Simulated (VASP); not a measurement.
# Zr (P6_3/mmc) in VASP: notebook

Runs on Zr. Level: PBE. Tasks: single point.

Everything below comes from runs of VASP 6.6.1. Logs are shortened: lines on timing, memory, paths and dates and some standing lists are left out, and cuts for length are marked.

### Step 1. The cell of the first run

It takes space group P6_3/mmc (No. 194, hexagonal). The conventional cell has a = 2.387 Å, b = 2.387 Å, c = 4.265 Å, α = 90.00°, β = 90.00°, γ = 120.00°. Within 3.2 Å of Zr (site symmetry -6m2) lie 12 Zr at 2.39 to 2.54 Å.

### Step 2. Single point, PBE (10.52 Å³/atom)

Input file INCAR:

```
  PREC = Accurate
  ENCUT = 520
  EDIFF = 1E-6
  ISMEAR = -1
  SIGMA = 0.05
  LREAL = False
  LASPH = True
  NELM = 100
  ALGO = Normal
  ISIF = 2
  LWAVE = False
  LCHARG = True
  GGA = PE
  LELF = True
  LVHAR = True
  NBANDS = 19
```

Input file KPOINTS:

```
regular mesh
0
Gamma
  15 15 8
```

Input file POSCAR:

```
Zr
1.0
    2.3871412568      0.0000000000      0.0000000000
   -1.1935706284      2.0673249708      0.0000000000
    0.0000000000      0.0000000000      4.2647780173
Zr
2
Direct
    0.3333333333      0.6666666667      0.2500000000
    0.6666666667      0.3333333333      0.7500000000
```

Potentials or basis: VASP PAW PBE potentials, release 64 (Zr_sv).

The run is started by

```
$ cat potpaw_PBE.64/Zr_sv/POTCAR > POTCAR
$ mpirun -np 1 vasp_std > vasp.out
```

OUTCAR:

```text
PREC = Accurate
   ENCUT = 520
   EDIFF = 1E-6
   ISMEAR = -1
   LREAL = False
   LASPH = True
   NELM = 100
   ISIF = 2
   GGA = PE

 ion  position               nearest neighbor table
   1  0.333  0.667  0.250-   2 2.54   2 2.54   2 2.54   2 2.54   2 2.54   2 2.54   2 3.48   2 3.48
                             2 3.48   2 3.48   2 3.48   2 3.48
   2  0.667  0.333  0.750-   1 2.54   1 2.54   1 2.54   1 2.54   1 2.54   1 2.54   1 3.48   1 3.48
                             1 3.48   1 3.48   1 3.48   1 3.48

  LATTYP: Found a hexagonal cell.
 ALAT       =     2.3871412568
 C/A-ratio  =     1.7865629045

  Lattice vectors:

 A1 = (   2.3871412568,   0.0000000000,   0.0000000000)
 A2 = (  -1.1935706284,   2.0673249708,   0.0000000000)
 A3 = (   0.0000000000,   0.0000000000,   4.2647780173)

Analysis of symmetry for initial positions (statically):
=====================================================================
 Subroutine PRICEL returns:
 Original cell was already a primitive cell.

 Routine SETGRP: Setting up the symmetry group for a
 hexagonal supercell.

 Subroutine GETGRP returns: Found 24 space group operations
 (whereof 12 operations were pure point group operations)
 out of a pool of 24 trial point group operations.

The static configuration has the point symmetry D_3d.
 The point group associated with its full space group is D_6h.

Analysis of symmetry for dynamics (positions and initial velocities):
=====================================================================
 Subroutine PRICEL returns:
 Original cell was already a primitive cell.

 Routine SETGRP: Setting up the symmetry group for a
 hexagonal supercell.

 Subroutine GETGRP returns: Found 24 space group operations
 (whereof 12 operations were pure point group operations)
 out of a pool of 24 trial point group operations.

The dynamic configuration has the point symmetry D_3d.
 The point group associated with its full space group is D_6h.

 Subroutine INISYM returns: Found 24 space group operations
 (whereof 12 operations are pure point group operations),
 and found     1 'primitive' translations

----------------------------------------------------------------------------------------

                                     Primitive cell

  volume of cell :      21.0467

  direct lattice vectors                    reciprocal lattice vectors
     2.387141257  0.000000000  0.000000000     0.418911113  0.241858444  0.000000000
[... 76 lines left out ...]
 SYSTEM =  unknown system
   PREC   = accura    normal or accurate (medium, high low for compatibility)
   ISTART =      0    job   : 0-new  1-cont  2-samecut
   ICHARG =      2    charge: 1-file 2-atom 10-const
   ISPIN  =      1    spin polarized calculation?
   LNONCOLLINEAR =      F non collinear calculations
   LSORBIT =      F    spin-orbit coupling
   LASPH  =      T    aspherical Exc in radial PAW
   ENCUT  =  520.0 eV  38.22 Ry    6.18 a.u.   4.44  4.44  7.93*2*pi/ulx,y,z
   NELM   =    100;   NELMIN=  2; NELMDL= -5     # of ELM steps
   EDIFF  = 0.1E-05   stopping-criterion for ELM
   LREAL  =      F    real-space projection
[... 7 lines left out ...]
   TEBEG  =    0.0;   TEEND  =   0.0 temperature during run
   PSTRESS=    0.0 pullay stress
   NELECT =      24.0000    total number of electrons
   NUPDOWN=      -1.0000    fix difference up-down
   EMIN   =  10.00;   EMAX   =-10.00  energy-range for DOS
   EFERMI =   0.00;   METHOD = LEGACY
   ISMEAR =    -1;   SIGMA  =   0.05  broadening in eV -4-tet -1-fermi 0-gaus
   EFERMI_NEDOS =   21; number of points for ismear=-14 and -15
   IALGO  =     38    algorithm
   IMIX   =      4    mixing-type and parameters
     AMIX     =   0.40;   BMIX     =  1.00
     AMIX_MAG =   1.60;   BMIX_MAG =  1.00
  volume/ion in A,a.u.               =      10.52        71.01
  Fermi-wavevector in a.u.,A,eV,Ry     =   1.710347  3.232087 39.800928  2.925286
  Thomas-Fermi vector in A             =   2.788663
   LORBIT       =      0    0 simple, 1 ext, 2 COOP (PROOUT), +10 PAW based schemes
   GGA     = PE    functional components
   LHFCALC =     F    Hartree Fock is set to
   AEXX    =    0.0000 exact exchange contribution
   IVDW    =     0    specifies the selected vdW correction
   LEPSILON=     F    determine dielectric tensor
   LRPA    =     F    only Hartree local field effects (RPA)
 non-spin polarized calculation
  energy-cutoff  :      520.00
  volume of cell :       21.05
 maximum number of plane-waves:       598
 NGX is ok and might be reduce to    18
   NGX =  9   NGY =  9   NGZ = 15

 number of electron      24.0000000 magnetization

 Free energy of the ion-electron system (eV)
  ---------------------------------------------------
  ext. energy  EPLUGINS =         0.00000000
  ---------------------------------------------------
  free energy    TOTEN  =        -5.21240851 eV

  energy without entropy =       -5.20661902  energy(sigma->0) =       -5.20951376

 E-fermi :  21.1932     XC(G=0): -15.2925

 val. band max:       21.1774602068   @ k =   0.2000   0.0000   0.1250
 cond. band min:      21.1988605965   @ k =   0.3333   0.1333   0.2500
 fundamental gap:      0.0214003897
 Fermi energy:        21.1931924060

 k-point     1 :       0.0000    0.0000    0.0000
  band No.  band energies     occupation
      1     -29.2069      2.00000
      2     -27.4989      2.00000
      3      -9.6638      2.00000
      4      -2.8088      2.00000
      5      -2.2900      2.00000
      6      -2.2900      2.00000
[... 505 lines left out ...]
      6      -5.7599      2.00000
[... 11 lines left out ...]
     18      30.6610      0.00000
     19      36.0146      0.00000

 [... further k-points ...]

------------------------ aborting loop because EDIFF is reached ----------------------------------------

  FORCE on cell =-STRESS in cart. coord.  units (eV):
  Direction    XX          YY          ZZ          XY          YZ          ZX
  --------------------------------------------------------------------------------------
  -------------------------------------------------------------------------------------
  Total       36.0647382     36.0647382     35.9149893      0.0000000      0.0000000      0.0000000
  in kB     2745.4280506   2745.4280505   2734.0284133      0.0000000      0.0000000      0.0000000
  external PRESSURE =    2741.6281715 kB  Pullay stress =       0.0000000 kB

 VOLUME and BASIS-vectors are now :
 -----------------------------------------------------------------------------
  energy-cutoff  :      520.00
  volume of cell :       21.05
      direct lattice vectors                 reciprocal lattice vectors
     2.387141257  0.000000000  0.000000000     0.418911113  0.241858444  0.000000000
    -1.193570628  2.067324971  0.000000000     0.000000000  0.483716887  0.000000000
     0.000000000  0.000000000  4.264778017     0.000000000  0.000000000  0.234478793

 POSITION                                       TOTAL-FORCE (eV/Angst)
 -----------------------------------------------------------------------------------
     -0.00000      1.37822      1.06619         0.000000     -0.000000      0.000000
      1.19357      0.68911      3.19858         0.000000      0.000000      0.000000
 -----------------------------------------------------------------------------------
    total drift:                               -0.000000      0.000000     -0.000000

  FREE ENERGIE OF THE ION-ELECTRON SYSTEM (eV)
  ---------------------------------------------------
  free  energy   TOTEN  =        -5.2124085051 eV

  energy  without entropy=       -5.2066190187  energy(sigma->0) =       -5.20951376
```

OSZICAR:

```text
N       E                     dE             d eps       ncg     rms          rms(c)
DAV:   1     0.250298923288E+03    0.25030E+03   -0.13902E+04  5130   0.138E+03
DAV:   2     0.930086206719E+01   -0.24100E+03   -0.23527E+03  5798   0.415E+02
DAV:   3    -0.470674327074E+01   -0.14008E+02   -0.13583E+02  8688   0.806E+01
DAV:   4    -0.515448931428E+01   -0.44775E+00   -0.44489E+00  5887   0.120E+01
DAV:   5    -0.516346152035E+01   -0.89722E-02   -0.89608E-02  6659   0.135E+00    0.681E+01
DAV:   6    -0.505471246250E+01    0.10875E+00   -0.56918E-01  7709   0.602E+00    0.357E+01
DAV:   7    -0.519833284946E+01   -0.14362E+00   -0.65557E-01  8079   0.530E+00    0.229E+00
DAV:   8    -0.521228534142E+01   -0.13952E-01   -0.70854E-02  5660   0.269E+00    0.663E-01
DAV:   9    -0.521253878646E+01   -0.25345E-03   -0.39275E-03  5885   0.554E-01    0.609E-02
DAV:  10    -0.521241346105E+01    0.12533E-03   -0.16343E-04  5919   0.125E-01    0.574E-02
DAV:  11    -0.521241107302E+01    0.23880E-05   -0.74900E-06  5829   0.158E-02    0.814E-03
DAV:  12    -0.521240855073E+01    0.25223E-05   -0.16092E-06  4016   0.983E-03    0.163E-03
DAV:  13    -0.521240850505E+01    0.45680E-07   -0.17569E-07  2841   0.310E-03
   1 F= -.52124085E+01 E0= -.52095138E+01  d E =-.578949E-02
```

stdout:

```text
POSCAR found type information on POSCAR Zr
 POSCAR found :  1 types and       2 ions
 scaLAPACK will be used
 LDA part: xc-table for (Slater+PW92), standard interpolation
 POSCAR, INCAR and KPOINTS ok, starting setup
 FFT: planning ... GRIDC
 FFT: planning ... GRID_SOFT
 FFT: planning ... GRID
 WAVECAR not read
 entering main loop
```

It took 71 s on 1 thread of Intel Xeon 8259CL, shared host; peak memory 0.16 GiB.

What came out:

| Item | Value |
| --- | --- |
| Free energy | -5.2124 eV |
| Pressure | 274.2 GPa |
| Band gap on the k mesh | zero (bands 12 and 13 overlap by 1.56 eV) |

Stress tensor (GPa, compression positive):
```
274.54   0.00   0.00
  0.00 274.54   0.00
  0.00   0.00 273.40
```

Caveat: the cell stands under pressure.

### Step 3. Single point, PBE (12.16 Å³/atom)

This run uses another cell than the first one, of 12.16 Å³/atom.

Input file INCAR:

```
  ALGO = Normal
  EDIFF = 1E-6
  ENCUT = 520
  GGA = PE
  ISIF = 2
  ISMEAR = -1
  LASPH = True
  LCHARG = False
  LREAL = False
  LWAVE = False
  NBANDS = 19
  NELM = 100
  PREC = Accurate
  SIGMA = 0.05
```

Input file KPOINTS:

```
k-points
0
Gamma
  15 15 8
```

Input file POSCAR:

```
Zr
1.0
    2.4992142217      0.0000000001      0.0000000000
   -1.2496071109      2.1643830054      0.0000000000
    0.0000000000      0.0000000000      4.4961058923
Zr
2
Direct
    0.3333333333      0.6666666667      0.2500000000
    0.6666666667      0.3333333333      0.7500000000
```

Potentials or basis: VASP PAW PBE potentials, release 64 (Zr_sv).

The run is started by

```
$ cat potpaw_PBE.64/Zr_sv/POTCAR > POTCAR
$ mpirun -np 1 vasp_std > vasp.out
```

It took 82 s on 1 thread of Intel Xeon 8259CL, shared host; peak memory 0.18 GiB.

The run converged. Its results:

* Free energy: -9.6657 eV
* Pressure: 171.8 GPa
* Band gap on the k mesh: zero (bands 12 and 13 overlap by 1.56 eV)

Stress tensor (GPa, compression positive):
```
171.91   0.00   0.00
  0.00 171.91   0.00
  0.00   0.00 171.48
```

Levels at points of the mesh, in eV from the Fermi level:
| k point | band 10 | band 11 | band 12 | band 13 | band 14 | band 15 |
| --- | --- | --- | --- | --- | --- | --- |
| (0.00, 0.00, 0.00) | -4.08 | -0.96 | 0.94 | 0.94 | 1.97 | 1.97 |
| (0.00, 0.00, 0.50) | -3.07 | 0.31 | 0.31 | 1.04 | 1.04 | 1.04 |

Caveat: the cell stands under pressure.

### Step 4. Single point, PBE (12.16 Å³/atom)

This run uses another cell than the first one, of 12.16 Å³/atom.

Input file INCAR:

```
SYSTEM = Zr
ALGO = Normal
EDIFF = 1E-6
ENCUT = 520
GGA = PE
ISIF = 2
ISMEAR = -1
LASPH = .True.
LCHARG = .True.
LELF = .True.
LREAL = .False.
LVHAR = .True.
LWAVE = .False.
NBANDS = 19
NELM = 100
PREC = Accurate
SIGMA = 0.05
```

Input file KPOINTS:

```
k-points
0
Gamma
  15 15 8
  0 0 0
```

POSCAR is that of step 3.

The run is started by

```
$ cat potpaw_PBE.64/Zr_sv/POTCAR > POTCAR
$ mpirun -np 1 vasp_std > vasp.out
```

It took 1.7 min on 1 thread of Intel Xeon 8259CL, shared host; peak memory 0.18 GiB.

It converged, with:

```
Free energy            : -9.6657 eV
Pressure               : 171.8 GPa
Band gap on the k mesh : zero (bands 12 and 13 overlap by 1.56 eV)
```

Stress tensor (GPa, compression positive):
```
171.91   0.00   0.00
  0.00 171.91   0.00
  0.00   0.00 171.48
```

Levels at points of the mesh, in eV from the Fermi level:
```tsv
k point	band 10	band 11	band 12	band 13	band 14	band 15
(0.00, 0.00, 0.00)	-4.08	-0.96	0.94	0.94	1.97	1.97
(0.00, 0.00, 0.50)	-3.07	0.31	0.31	1.04	1.04	1.04
```

Caveat: the cell stands under pressure.
